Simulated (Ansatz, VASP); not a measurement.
# One calculation of C, two programs

The input INCAR:

```
ALGO = Normal
EDIFF = 1E-6
ENCUT = 520
GGA = RP
ISIF = 2
ISMEAR = -1
LASPH = T
LCHARG = F
LREAL = F
LWAVE = F
NBANDS = 36
NELM = 60
PREC = Accurate
SIGMA = 0.05
```

File KPOINTS:

```
k-points
0
Gamma
  12 12 3
```

POSCAR

```
C
1.0
    2.5221000000      0.0000000000      0.0000000000
   -1.2610500000      2.1842026709      0.0000000000
    0.0000000000      0.0000000000     12.3557000000
C
12
Direct
    0.6666666667      0.3333333333      0.3541700000
    0.3333333333      0.6666666667      0.8541700000
    0.6666666667      0.3333333333      0.1458300000
    0.3333333333      0.6666666667      0.6458300000
    0.6666666667      0.3333333333      0.4791700000
    0.3333333333      0.6666666667      0.9791700000
    0.6666666667      0.3333333333      0.0208300000
    0.3333333333      0.6666666667      0.5208300000
    0.0000000000      0.0000000000      0.8125000000
    0.0000000000      0.0000000000      0.3125000000
    0.0000000000      0.0000000000      0.6875000000
    0.0000000000      0.0000000000      0.1875000000
```

Contents of input.yaml:

```yaml
crystal:
  lattice:
    - [2.5221, 0.0, 0.0]
    - [-1.26105, 2.1842026709, 0.0]
    - [0.0, 0.0, 12.3557]
  atoms:
    - { symbol: C, position: [0.6666666667, 0.3333333333, 0.35417] }
    - { symbol: C, position: [0.3333333333, 0.6666666667, 0.85417] }
    - { symbol: C, position: [0.6666666667, 0.3333333333, 0.14583] }
    - { symbol: C, position: [0.3333333333, 0.6666666667, 0.64583] }
    - { symbol: C, position: [0.6666666667, 0.3333333333, 0.47917] }
    - { symbol: C, position: [0.3333333333, 0.6666666667, 0.97917] }
    - { symbol: C, position: [0.6666666667, 0.3333333333, 0.02083] }
    - { symbol: C, position: [0.3333333333, 0.6666666667, 0.52083] }
    - { symbol: C, position: [0.0, 0.0, 0.8125] }
    - { symbol: C, position: [0.0, 0.0, 0.3125] }
    - { symbol: C, position: [0.0, 0.0, 0.6875] }
    - { symbol: C, position: [0.0, 0.0, 0.1875] }
hamiltonian:
  xc: rpbe
  pseudopotentials: { kind: paw }
kpoints:
  mp_grid: { grid: [12, 12, 3] }
  band_path:
    path:
      - [[0.0, 0.0, 0.0], [0.5, 0.0, 0.0], [0.3333333333, 0.3333333333, 0.0], [0.0, 0.0, 0.0], [0.0, 0.0, 0.5], [0.5, 0.0, 0.5], [0.3333333333, 0.3333333333, 0.5], [0.0, 0.0, 0.5]]
      - [[0.5, 0.0, 0.5], [0.5, 0.0, 0.0]]
      - [[0.3333333333, 0.3333333333, 0.0], [0.3333333333, 0.3333333333, 0.5]]
    npoints: 10
scf:
  occupations: { method: fermi_dirac, width: 0.05 }
  n_extra_bands: 30
output:
  forces: true
  stress: true
  eigenvalues: true
  fatbands: false
```

Alike in both runs: functional RPBE; k mesh 12 × 12 × 3; occupations fermi-dirac, width 0.05 eV; no spin polarisation.

|  | VASP | Ansatz |
| --- | --- | --- |
| version | VASP 6.6.1 | Ansatz 0.2.0 |
| potentials or method | VASP PAW PBE potentials, release 64 (C) | Ansatz PAW |
| plane-wave cutoff (eV) | 520 | 420 |
| valence electrons in the cell | 48 | 48 |
| task | single point | band structure |

Ansatz gave:

* gap on the k mesh at the Fermi level (eV): 4.39
* least direct gap on the mesh (eV): 5.31
* pressure (GPa): 8.2
* traceless stress, the component that is largest in VASP (GPa): 5.42
* rms of the force components (eV/Å): 0.151

Q: Estimate VASP's values.

A: gap on the k mesh at the Fermi level (eV): 4.38; least direct gap on the mesh (eV): 5.30; pressure (GPa): 8.8; traceless stress, the component that is largest in VASP (GPa): 5.42; rms of the force components (eV/Å): 0.151.

VASP's potentials were made for PBE, not for RPBE. Atom by atom the forces differ by 0.000 eV/Å (rms over components). The functional is the same, so the differences come from potentials, cutoffs and numerics.
